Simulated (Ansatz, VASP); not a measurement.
**BaTiO3 in VASP and in Ansatz**

```xyz
5
Lattice="3.9998 0.0000 0.0000 0.0000 3.9998 0.0000 0.0000 0.0000 4.0180" Properties=species:S:1:pos:R:3 pbc="T T T"
Ba    0.0000    0.0000    0.0000
Ti    1.9999    1.9999    1.9688
O     0.0000    1.9999    2.0773
O     1.9999    0.0000    2.0773
O     1.9999    1.9999    0.0763
```

Alike in both runs: task single point; functional PBE; k mesh 7 × 7 × 7; occupations gaussian, width 0.013 eV; no spin polarisation.

|  | VASP | Ansatz |
| --- | --- | --- |
| version | VASP 6.6.1 | Ansatz 0.2.0 |
| potentials or method | VASP PAW PBE potentials, release 64 (Ba_sv, Ti_sv, O) | Ansatz PAW |
| plane-wave cutoff (eV) | 600 | 420 |
| valence electrons in the cell | 40 | 40 |

```tsv
	VASP	Ansatz	Ansatz less VASP
gap on the k mesh at the Fermi level (eV)	1.87	1.93	+0.063
least direct gap on the mesh (eV)	2.06	2.09	+0.026
pressure (GPa)	4.0	2.4	-1.62
traceless stress, the component that is largest in VASP (GPa)	0.62	0.59	-0.029
rms of the force components (eV/Å)	0.091	0.097	+0.0061
```

Atom by atom the forces differ by 0.016 eV/Å (rms over components). With one functional, cell and mesh, what is left measures potentials, basis and numerics.

Neither program's run includes spin-orbit coupling. Noted on Ansatz's run: odd divisions of the mesh miss points on the zone boundary, where band edges often lie, so the gap on the mesh can be too wide.
